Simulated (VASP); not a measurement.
The system is Re.

```
Re
1.0
     2.51411    0.00000    0.00000
     0.00000    2.51411    0.00000
     0.00000    0.00000    2.51411
Re
1
Cartesian
  0.0000 0.0000 0.0000
```

```yaml
Program: VASP 6.6.1
Task: relaxation of cell and atoms
Functional: PBE
Potentials_or_basis: VASP PAW PBE potentials, release 64 (Re_sv_GW)
Cutoff: 500 eV
k_mesh: 12 × 12 × 12
Occupations: fermi-dirac, width 0.1 eV
Spin: no spin polarisation
```

At the start: pressure 21.8 GPa; volume 15.89 Å³/atom.

Q: How do energy, volume and symmetry change on relaxing?

A: Over 16 steps the energy falls by 73.4 meV/atom and the volume is 17.04 Å³/atom (+7.2 %); space group Pm-3m (No. 221, to 0.05 Å).

Step by step:
| step | energy change (eV) | largest force (eV/Å) | pressure (GPa) | volume (Å³) |
| --- | --- | --- | --- | --- |
| 1 | 0.0000 | 0.0000 | 21.77 | 15.89 |
| 2 | 0.5254 | 0.0000 | -35.48 | 21.39 |
| 3 | -0.0727 | 0.0000 | -1.81 | 17.16 |
| 4 | -0.0734 | 0.0000 | -0.17 | 17.05 |
| 5 | -0.0734 | 0.0000 | 0.20 | 17.03 |
| 6 | -0.0734 | 0.0000 | 0.19 | 17.03 |
| 7 | -0.0734 | 0.0000 | 0.17 | 17.03 |
| 8 | -0.0734 | 0.0000 | 0.17 | 17.03 |
| 9 | -0.0734 | 0.0000 | 0.17 | 17.03 |
| 10 | -0.0734 | 0.0000 | 0.17 | 17.03 |
| 11 | -0.0734 | 0.0000 | 0.17 | 17.03 |
| 12 | -0.0734 | 0.0000 | 0.17 | 17.03 |
| 13 | -0.0734 | 0.0000 | 0.17 | 17.03 |
| 14 | -0.0734 | 0.0000 | 0.15 | 17.03 |
| 15 | -0.0734 | 0.0000 | 0.13 | 17.03 |
| 16 | -0.0734 | 0.0000 | 0.08 | 17.04 |

Final structure:
```yaml
crystal:
  lattice:
    - [2.57315, 0.00000, 0.00000]
    - [0.00000, 2.57315, 0.00000]
    - [0.00000, 0.00000, 2.57315]
  atoms:
    - { symbol: Re, position: [0.00000, 0.00000, 0.00000] }
```
